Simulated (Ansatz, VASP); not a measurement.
HfN: VASP beside Ansatz

File INCAR:

```
PREC = Accurate
ENCUT = 520
EDIFF = 1E-6
ISMEAR = 0
SIGMA = 0.1
LREAL = False
LASPH = True
NELM = 120
ALGO = Normal
ISIF = 2
LWAVE = False
LCHARG = False
LDIPOL = True
IDIPOL = 3
DIPOL = 0.5 0.5 0.454
GGA = PE
NBANDS = 108
GGA_COMPAT = False
NELMDL = -8
```

The input KPOINTS:

```
Automatic mesh
0
Gamma
  3 3 1
```

Contents of POSCAR:

```
HfN
1.0
    6.4315507115      0.0000000000      0.0000000000
    0.0000000000      6.4315507115      0.0000000000
    0.0000000000      0.0000000000     22.5477931216
Hf N
12 12
Direct
    0.2500000000      0.2500000000      0.3548019071
    0.2500000000      0.7500000000      0.3548019071
    0.7500000000      0.2500000000      0.3548019071
    0.7500000000      0.7500000000      0.3548019071
    0.5013841921      0.4986149836      0.4545181963
    0.5013875946      0.0013314501      0.4545189533
   -0.0013315253      0.4986124855      0.4545191614
   -0.0013338870      0.0013329980      0.4545207573
    0.7500524241      0.7499315273      0.5487211558
    0.7500698754      0.2499348963      0.5529120926
    0.2500562692      0.7499476711      0.5487828830
    0.2500653921      0.2499439740      0.5487211016
    0.5000000000      0.5000000000      0.3548019071
    0.5000000000      0.0000000000      0.3548019071
    0.0000000000      0.5000000000      0.3548019071
    0.0000000000      0.0000000000      0.3548019071
    0.7500292705      0.7499681014      0.4519576874
    0.7500236445      0.2499766389      0.4500022967
    0.2500270828      0.7499738396      0.4517330386
    0.2500306212      0.2499695254      0.4519575119
    0.0022443774     -0.0022486853      0.5576531906
    0.0022255723      0.5021258163      0.5576549643
    0.4978785152     -0.0022211968      0.5576548081
    0.4978958328      0.5020998547      0.5576561816
```

Input for Ansatz:

```yaml
crystal:
  lattice:
    - [6.4315507115, 0.0, 0.0]
    - [0.0, 6.4315507115, 0.0]
    - [0.0, 0.0, 22.5477931216]
  atoms:
    - { symbol: Hf, position: [0.25, 0.25, 0.3548019071] }
    - { symbol: Hf, position: [0.25, 0.75, 0.3548019071] }
    - { symbol: Hf, position: [0.75, 0.25, 0.3548019071] }
    - { symbol: Hf, position: [0.75, 0.75, 0.3548019071] }
    - { symbol: "N", position: [0.5, 0.5, 0.3548019071] }
    - { symbol: "N", position: [0.5, 0.0, 0.3548019071] }
    - { symbol: "N", position: [0.0, 0.5, 0.3548019071] }
    - { symbol: "N", position: [0.0, 0.0, 0.3548019071] }
    - { symbol: Hf, position: [0.5013841921, 0.4986149836, 0.4545181963] }
    - { symbol: Hf, position: [0.5013875946, 0.0013314501, 0.4545189533] }
    - { symbol: Hf, position: [-0.0013315253, 0.4986124855, 0.4545191614] }
    - { symbol: Hf, position: [-0.001333887, 0.001332998, 0.4545207573] }
    - { symbol: "N", position: [0.7500292705, 0.7499681014, 0.4519576874] }
    - { symbol: "N", position: [0.7500236445, 0.2499766389, 0.4500022967] }
    - { symbol: "N", position: [0.2500270828, 0.7499738396, 0.4517330386] }
    - { symbol: "N", position: [0.2500306212, 0.2499695254, 0.4519575119] }
    - { symbol: Hf, position: [0.7500524241, 0.7499315273, 0.5487211558] }
    - { symbol: Hf, position: [0.7500698754, 0.2499348963, 0.5529120926] }
    - { symbol: Hf, position: [0.2500562692, 0.7499476711, 0.548782883] }
    - { symbol: Hf, position: [0.2500653921, 0.249943974, 0.5487211016] }
    - { symbol: "N", position: [0.0022443774, -0.0022486853, 0.5576531906] }
    - { symbol: "N", position: [0.0022255723, 0.5021258163, 0.5576549643] }
    - { symbol: "N", position: [0.4978785152, -0.0022211968, 0.5576548081] }
    - { symbol: "N", position: [0.4978958328, 0.5020998547, 0.5576561816] }
basis:
  ecutwfc: 420
kpoints:
  mp_grid: { grid: [3, 3, 1] }
hamiltonian:
  xc: pbe
scf:
  occupations: { method: gaussian, width: 0.1 }
output:
  forces: true
  eigenvalues: true
  write_density: true
  volumetric_format: npy
efield:
  axis: 3
  dipole_correction: true
  ramp_width: 0.04
```

Alike in both runs: task single point; functional PBE; k mesh 3 × 3 × 1; occupations gaussian, width 0.1 eV; no spin polarisation.

```csv
,VASP,Ansatz
version,VASP 6.6.1,Ansatz 0.2.0
potentials or method,"VASP PAW PBE potentials, release 64 (Hf_pv, N), cutoff 520 eV","scalar-relativistic, plane waves, PAW"
valence electrons in the cell,180,372
```

```csv
,VASP,Ansatz,Ansatz less VASP
gap on the k mesh at the Fermi level (eV),0.28,0.28,+0.001
least direct gap on the mesh (eV),0.30,0.30,-0.007
rms of the force components (eV/Å),0.435,0.427,-0.0079
```

VASP's potentials hold 180 valence electrons a cell and Ansatz's 372, so a difference there can come from the potentials and not from the codes. Ansatz's warnings: structure snapped to symmetry.

Spin-orbit coupling is off throughout.
